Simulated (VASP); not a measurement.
# Mg (Fd-3m) in VASP: a series of runs, part 2 of 2

VASP 6.6.1. The steps go on from the part before.

### Step 3. Relaxation of cell and atoms, PBEsol, target pressure 20 GPa, at which the enthalpy is minimised

Input file INCAR:

```
ALGO     = Normal         # electronic algorithm
EDIFF    = 1E-7           # SCF threshold, eV
EDIFFG   = -0.01          # ionic threshold
ENCUT    = 600            # plane-wave cutoff, eV
GGA      = PS             # functional
GGA_COMPAT= F            
IBRION   = 2              # ionic algorithm
ISIF     = 3              # what is computed and relaxed
ISMEAR   = -1             # smearing method
LASPH    = T              # aspherical terms in the spheres
LCHARG   = F              # write CHGCAR
LREAL    = F              # projectors in reciprocal space
LWAVE    = F              # write WAVECAR
NELM     = 120            # most SCF steps
NELMIN   = 4            
NSW      = 80             # ionic steps
PREC     = Accurate       # precision mode
PSTRESS  = 200.0        
SIGMA    = 0.1            # smearing width, eV
```

Input file KPOINTS:

```
k-points
0
Gamma
  7 7 7
```

Input file POSCAR:

```
Mg
1.0
    0.0000000000      3.1150000000      3.1150000000
    3.1150000000      0.0000000000      3.1150000000
    3.1150000000      3.1150000000      0.0000000000
Mg
2
Direct
    1.0000000000      1.0000000000      1.0000000000
    0.2500000000      0.2500000000      0.2500000000
```

Potentials or basis: VASP PAW PBE potentials, release 64 (Mg).

Command:

```bash
cat potpaw_PBE.64/Mg/POTCAR > POTCAR
mpirun -np 1 vasp_std > vasp.out
```

OUTCAR:

```text
EDIFF = 1E-7
   EDIFFG = -0.01
   ENCUT = 600
   GGA = PS
   IBRION = 2
   ISIF = 3
   ISMEAR = -1
   LASPH = T
   LREAL = F
   NELM = 120
   NELMIN = 4
   NSW = 80
   PREC = Accurate
   PSTRESS = 200.0

 ion  position               nearest neighbor table
   1  0.000  0.000  0.000-   2 2.70   2 2.70   2 2.70   2 2.70
   2  0.250  0.250  0.250-   1 2.70   1 2.70   1 2.70   1 2.70

  LATTYP: Found a face centered cubic cell.
 ALAT       =     6.2300000000

  Lattice vectors:

 A1 = (   0.0000000000,   3.1150000000,   3.1150000000)
 A2 = (   3.1150000000,   0.0000000000,   3.1150000000)
 A3 = (   3.1150000000,   3.1150000000,   0.0000000000)

Analysis of symmetry for initial positions (statically):
=====================================================================
 Subroutine PRICEL returns:
 Original cell was already a primitive cell.

 Routine SETGRP: Setting up the symmetry group for a
 face centered cubic supercell.

 Subroutine GETGRP returns: Found 48 space group operations
 (whereof 24 operations were pure point group operations)
 out of a pool of 48 trial point group operations.

[... 141 lines left out ...]
   LRPA    =     F    only Hartree local field effects (RPA)
 conjugate gradient relaxation of ions
 non-spin polarized calculation
  energy-cutoff  :      600.00
  volume of cell :       60.45
 maximum number of plane-waves:      2026
   NGX = 17   NGY = 17   NGZ = 17

--------------------------------------- Ionic step        1  -------------------------------------------

 number of electron       4.0000000 magnetization

 Free energy of the ion-electron system (eV)
  ---------------------------------------------------
  ext. energy  EPLUGINS =         0.00000000
  ---------------------------------------------------
  free energy    TOTEN  =        -1.57394606 eV

  energy without entropy =       -1.53884723  energy(sigma->0) =       -1.55639664

------------------------ aborting loop because EDIFF is reached ----------------------------------------

  FORCE on cell =-STRESS in cart. coord.  units (eV):
  Direction    XX          YY          ZZ          XY          YZ          ZX
  --------------------------------------------------------------------------------------
  -------------------------------------------------------------------------------------
  Total        1.9225100      1.9225100      1.9225100      0.0000000     -0.0000000      0.0000000
  in kB       50.9536190     50.9536190     50.9536190      0.0000000     -0.0000000      0.0000000
  external PRESSURE =    -149.0463810 kB  Pullay stress =     200.0000000 kB
[... 63 lines left out ...]
--------------------------------------- Ionic step        3  -------------------------------------------

 number of electron       4.0000000 magnetization

 Free energy of the ion-electron system (eV)
  ---------------------------------------------------
  ext. energy  EPLUGINS =         0.00000000
  ---------------------------------------------------
  free energy    TOTEN  =        -0.44859427 eV

  energy without entropy =       -0.41402628  energy(sigma->0) =       -0.43131027

 E-fermi :   2.6590     XC(G=0):  -8.5587

 val. band max:        2.6380593278   @ k =  -0.4286   0.4286   0.1429
 cond. band min:       2.7764831625   @ k =  -0.4286   0.4286   0.1429
 fundamental gap:      0.1384238347
 Fermi energy:         2.6589530166

 k-point     1 :       0.0000    0.0000    0.0000
  band No.  band energies     occupation
      1      -4.4112      2.00000
      2       7.5983      0.00000
      3       7.5983      0.00000
      4       7.5983      0.00000
      5       8.4444      0.00000
      6       8.4444      0.00000
[... 202 lines left out ...]
  energy  without entropy=       -0.4140262766  energy(sigma->0) =       -0.43131027

  enthalpy is  TOTEN    =         5.0752975448 eV   P V=        5.5238918177

 reached required accuracy - stopping structural energy minimisation
```

OSZICAR:

```text
N       E                     dE             d eps       ncg     rms          rms(c)
DAV:   1     0.765652082892E+00    0.76565E+00   -0.12773E+03   240   0.493E+02
DAV:   2    -0.156367315666E+01   -0.23293E+01   -0.23014E+01   324   0.270E+01
DAV:   3    -0.158685431657E+01   -0.23181E-01   -0.23067E-01   300   0.335E+00
[... 21 lines left out ...]
DAV:   2    -0.455437390599E+00    0.84487E-02   -0.22249E-02   240   0.105E+00    0.273E-01
DAV:   3    -0.448598909682E+00    0.68385E-02   -0.11245E-02   240   0.455E-01    0.265E-02
DAV:   4    -0.448600107470E+00   -0.11978E-05   -0.15279E-04   270   0.906E-02    0.125E-02
DAV:   5    -0.448594359070E+00    0.57484E-05   -0.20004E-06   276   0.127E-02    0.850E-04
DAV:   6    -0.448594272890E+00    0.86180E-07   -0.14353E-08   150   0.101E-03
   3 F= 0.50752975E+01 E0= 0.50925815E+01  d E =-.896874E+00
```

CONTCAR:

```text
Mg
   1.00000000000000
     0.0000000000000000    2.8073630868816517    2.8073630868816517
     2.8073630868816517   -0.0000000000000000    2.8073630868816517
     2.8073630868816517    2.8073630868816517    0.0000000000000000
  Mg
     2
Direct
     0.0000000000000000    0.0000000000000000    0.0000000000000000
     0.2500000000000000    0.2500000000000000    0.2500000000000000

  0.00000000E+00  0.00000000E+00  0.00000000E+00
  0.00000000E+00  0.00000000E+00  0.00000000E+00
```

It took 21 s on 1 thread of Intel Xeon 6975P-C (Granite Rapids), shared host; peak memory 0.2 GiB.

Results:

| Item | Value |
| --- | --- |
| Free energy | -0.4486 eV |
| Relaxed volume | 22.13 Å³/atom |
| Relaxed cell | a = 3.970 Å, b = 3.970 Å, c = 3.970 Å, α = 60.00°, β = 60.00°, γ = 60.00° |
| Space group after relaxing (to 0.1 Å) | Fd-3m (No. 227) |
| Energy change on relaxing (the run minimises the enthalpy) | +562.7 meV/atom |
| Ionic steps | 3 |
| Pressure after relaxing | 20.1 GPa |
| Band gap on the k mesh | zero (bands 2 and 3 overlap by 6.20 eV) |

The path:
```tsv
step	energy change (eV)	largest force (eV/Å)	pressure (GPa)	volume (Å³)
1	0.0000	0.0000	5.10	60.45
2	1.9355	0.0000	30.48	39.04
3	1.1254	0.0000	20.07	44.25
```

Final structure:
```cif
data_structure
_symmetry_space_group_name_H-M 'P 1'
_symmetry_Int_Tables_number 1
_cell_length_a 3.9702
_cell_length_b 3.9702
_cell_length_c 3.9702
_cell_angle_alpha 60.000
_cell_angle_beta 60.000
_cell_angle_gamma 60.000
_cell_volume 44.25
loop_
_atom_site_label
_atom_site_type_symbol
_atom_site_fract_x
_atom_site_fract_y
_atom_site_fract_z
_atom_site_occupancy
Mg1 Mg 0.00000 0.00000 0.00000 1
Mg2 Mg 0.25000 0.25000 0.25000 1
```

Caveat: the cell is relaxed towards a set pressure, so the run minimises the enthalpy, not the energy; the volume moved by over 15 % at a fixed basis, so the end points are rough; the PAW data sets were made with another functional, which shifts forces and pressure a little.

### Step 4. Relaxation of cell and atoms, PBEsol, target pressure 40 GPa, at which the enthalpy is minimised

Input file INCAR:

```
PREC     = Accurate       # precision mode
ENCUT    = 600            # plane-wave cutoff, eV
EDIFF    = 1E-7           # SCF threshold, eV
ISMEAR   = -1             # smearing method
SIGMA    = 0.1            # smearing width, eV
LREAL    = F              # projectors in reciprocal space
LASPH    = T              # aspherical terms in the spheres
NELM     = 120            # most SCF steps
ALGO     = Normal         # electronic algorithm
ISIF     = 3              # what is computed and relaxed
LWAVE    = F              # write WAVECAR
LCHARG   = F              # write CHGCAR
GGA      = PS             # functional
IBRION   = 2              # ionic algorithm
NSW      = 80             # ionic steps
EDIFFG   = -0.01          # ionic threshold
PSTRESS  = 400.0        
GGA_COMPAT= F            
NELMIN   = 4
```

Input file KPOINTS:

```
Automatic mesh
0
Gamma
  7 7 7
```

POSCAR is that of step 3.

Command:

```bash
cat potpaw_PBE.64/Mg/POTCAR > POTCAR
mpirun -np 1 vasp_std > vasp.out
```

Run time: 27 s. Hardware: 1 thread of Intel Xeon 6975P-C (Granite Rapids), shared host; peak memory 0.22 GiB.

Results (log left out):

| Item | Value |
| --- | --- |
| Free energy | 1.0830 eV |
| Relaxed volume | 17.87 Å³/atom |
| Relaxed cell | a = 3.697 Å, b = 3.697 Å, c = 3.697 Å, α = 60.00°, β = 60.00°, γ = 60.00° |
| Space group after relaxing (to 0.1 Å) | Fd-3m (No. 227) |
| Energy change on relaxing (the run minimises the enthalpy) | +1328.5 meV/atom |
| Ionic steps | 5 |
| Pressure after relaxing | 40.0 GPa |
| Band gap on the k mesh | zero (bands 2 and 3 overlap by 7.37 eV) |

The path:
```tsv
step	energy change (eV)	largest force (eV/Å)	pressure (GPa)	volume (Å³)
1	0.0000	0.0000	5.10	60.45
2	12.3419	0.0000	195.60	19.20
3	2.0571	0.0000	32.06	38.41
4	2.5299	0.0000	38.31	36.25
5	2.6569	0.0000	40.01	35.73
```

Final structure:
```
CELL_PARAMETERS angstrom
0.00000 2.61429 2.61429
2.61429 0.00000 2.61429
2.61429 2.61429 0.00000
ATOMIC_POSITIONS crystal
Mg 0.00000 0.00000 0.00000
Mg 0.25000 0.25000 0.25000
```

Levels at points of the mesh, in eV from the Fermi level:
```
           k point  band 1  band 2  band 3  band 4  band 5  band 6
(0.00, 0.00, 0.00)   -8.04    5.75    5.75    5.75    6.47    6.47
```

Caveat: the cell is relaxed towards a set pressure, so the run minimises the enthalpy, not the energy; the volume moved by over 15 % at a fixed basis, so the end points are rough; the PAW data sets were made with another functional, which shifts forces and pressure a little.

### Step 5. Relaxation of cell and atoms, PBEsol, target pressure 60 GPa, at which the enthalpy is minimised

Input file INCAR:

```
ALGO     = Normal         # electronic algorithm
EDIFF    = 1E-7           # SCF threshold, eV
EDIFFG   = -0.01          # ionic threshold
ENCUT    = 600            # plane-wave cutoff, eV
GGA      = PS             # functional
GGA_COMPAT= F            
IBRION   = 2              # ionic algorithm
ISIF     = 3              # what is computed and relaxed
ISMEAR   = -1             # smearing method
LASPH    = T              # aspherical terms in the spheres
LCHARG   = F              # write CHGCAR
LREAL    = F              # projectors in reciprocal space
LWAVE    = F              # write WAVECAR
NELM     = 120            # most SCF steps
NELMIN   = 4            
NSW      = 80             # ionic steps
PREC     = Accurate       # precision mode
PSTRESS  = 600.0        
SIGMA    = 0.1            # smearing width, eV
```

Input file KPOINTS:

```
k-points
0
Gamma
  7 7 7
```

POSCAR is that of step 4.

Command:

```bash
cat potpaw_PBE.64/Mg/POTCAR > POTCAR
mpirun -np 1 vasp_std > vasp.out
```

Wall time 74 s (1 thread of Intel Xeon 6975P-C (Granite Rapids), shared host); peak memory 0.25 GiB.

It converged, with:

* Free energy: 2.5249 eV
* Relaxed volume: 15.52 Å³/atom
* Relaxed cell: a = 3.528 Å, b = 3.528 Å, c = 3.528 Å, α = 60.00°, β = 60.00°, γ = 60.00°
* Space group after relaxing (to 0.1 Å): Fd-3m (No. 227)
* Energy change on relaxing (the run minimises the enthalpy): +2049.4 meV/atom
* Ionic steps: 18
* Pressure after relaxing: 60.0 GPa
* Band gap on the k mesh: zero (bands 2 and 3 overlap by 8.10 eV)

Step by step:
| step | energy change (eV) | largest force (eV/Å) | pressure (GPa) | volume (Å³) |
| --- | --- | --- | --- | --- |
| 1 | 0.0000 | 0.0000 | 5.10 | 60.45 |
| 2 | 47.8648 | 0.0000 | 1143.57 | 7.57 |
| 3 | 1.5102 | 0.0000 | 24.99 | 41.50 |
| 4 | 3.1498 | 0.0000 | 46.70 | 33.91 |
| 5 | 4.1238 | 0.0000 | 60.35 | 30.98 |
| 6 | 3.9517 | 0.0000 | 57.91 | 31.44 |
| 7 | 3.9576 | 0.0000 | 57.99 | 31.43 |
| 8 | 3.9753 | 0.0000 | 58.24 | 31.38 |
| 9 | 3.9756 | 0.0000 | 58.24 | 31.38 |
| 10 | 3.9762 | 0.0000 | 58.25 | 31.37 |
| 11 | 3.9776 | 0.0000 | 58.27 | 31.37 |
| 12 | 3.9803 | 0.0000 | 58.31 | 31.36 |
| 13 | 3.9857 | 0.0000 | 58.39 | 31.35 |
| 14 | 3.9965 | 0.0000 | 58.54 | 31.32 |
| 15 | 4.0182 | 0.0000 | 58.85 | 31.26 |
| 16 | 4.0619 | 0.0000 | 59.47 | 31.14 |
| 17 | 4.1502 | 0.0000 | 60.73 | 30.91 |
| 18 | 4.0989 | 0.0000 | 60.00 | 31.04 |

Final structure:
```cif
data_structure
_symmetry_space_group_name_H-M 'P 1'
_symmetry_Int_Tables_number 1
_cell_length_a 3.5277
_cell_length_b 3.5277
_cell_length_c 3.5277
_cell_angle_alpha 60.000
_cell_angle_beta 60.000
_cell_angle_gamma 60.000
_cell_volume 31.04
loop_
_atom_site_label
_atom_site_type_symbol
_atom_site_fract_x
_atom_site_fract_y
_atom_site_fract_z
_atom_site_occupancy
Mg1 Mg 0.00000 0.00000 0.00000 1
Mg2 Mg 0.25000 0.25000 0.25000 1
```

Levels at points of the mesh, in eV from the Fermi level:
| k point | band 1 | band 2 | band 3 | band 4 | band 5 | band 6 |
| --- | --- | --- | --- | --- | --- | --- |
| (0.00, 0.00, 0.00) | -8.78 | 6.30 | 6.30 | 6.30 | 6.93 | 6.93 |

Caveat: the cell is relaxed towards a set pressure, so the run minimises the enthalpy, not the energy; the volume moved by over 15 % at a fixed basis, so the end points are rough; the PAW data sets were made with another functional, which shifts forces and pressure a little.

### Step 6. Summary

```csv
cell,gap on the mesh (eV),pressure (GPa)
relaxed,none,0.0
relaxed to 20 GPa,none,20.1
relaxed to 40 GPa,none,40.0
relaxed to 60 GPa,none,60.0
```

Alike in all rows: task relaxation of cell and atoms; level PBEsol; potentials or basis VASP PAW PBE potentials, release 64 (Mg); no spin polarisation; k mesh 7 × 7 × 7; cutoff (eV) 600; smearing fermi-dirac 0.1 eV.

Caveats: the volume moved by over 15 % at a fixed basis, so the end points are rough; the PAW data sets were made with another functional, which shifts forces and pressure a little; the cell is relaxed towards a set pressure, so the run minimises the enthalpy, not the energy (at least some runs).

Absolute energies hang on the potentials; compare differences alone.
